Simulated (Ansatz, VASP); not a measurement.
**Two plane-wave programs on SiC3**

INCAR

```
SYSTEM = SiC3
PREC = Accurate
ENCUT = 520
EDIFF = 1E-7
ISMEAR = 0
SIGMA = 0.01
LREAL = .FALSE.
LASPH = .TRUE.
NELM = 60
ALGO = Normal
ISIF = 2
LWAVE = .FALSE.
LCHARG = .FALSE.
GGA = CA
NBANDS = 16
```

File KPOINTS:

```
regular mesh
0
G
  4 4 4
  0 0 0
```

POSCAR

```
SiC3
1.0
    2.7964006874      0.0000000000      0.0000000000
    0.0000000000      2.7964006874      0.0000000000
    0.0000000000      0.0000000000      4.0900436006
C Si
3 1
Direct
    0.5000000000      0.0000000000      0.7862689761
    0.5000000000      0.5000000000      0.0000000000
    0.0000000000      0.5000000000      0.2137310239
    0.0000000000      0.0000000000      0.5000000000
```

Input for Ansatz:

```yaml
crystal:
  lattice:
    - [2.7964006874, 0.0, 0.0]
    - [0.0, 2.7964006874, 0.0]
    - [0.0, 0.0, 4.0900436006]
  atoms:
    - { symbol: C, position: [0.5, 0.0, 0.7862689761] }
    - { symbol: C, position: [0.5, 0.5, 0.0] }
    - { symbol: C, position: [0.0, 0.5, 0.2137310239] }
    - { symbol: Si, position: [0.0, 0.0, 0.5] }
kpoints:
  mp_grid: { grid: [4, 4, 4] }
hamiltonian:
  xc: lda
scf:
  occupations: { method: fixed }
output:
  optics:
    e_range: [0, 30]
    de: 0.1
    sigma: 0.4
    scissors: 1.0
    scheme: gaussian
    bands: { spectra_wanted_up_to: 30 }
```

Alike in both runs: task single point; functional LDA; k mesh 4 × 4 × 4; no spin polarisation.

|  | VASP | Ansatz |
| --- | --- | --- |
| version | VASP 6.6.1 | Ansatz 0.2.0 |
| potentials or method | VASP PAW LDA potentials, release 64 (C, Si) | plane waves, PAW |
| plane-wave cutoff (eV) | 520 | 420 |
| occupations | gaussian, width 0.01 eV | fixed |
| valence electrons in the cell | 16 | 16 |

Ansatz gave:

- gap on the k mesh at the Fermi level (eV): 1.57

**Question.** Estimate VASP's values.

**Answer.** gap on the k mesh at the Fermi level (eV): 1.55.

LDA's correlation is that of Perdew and Zunger in VASP and of Perdew and Wang (1992) in Ansatz.

The k mesh is coarse, so the values compare programs but aren't converged.
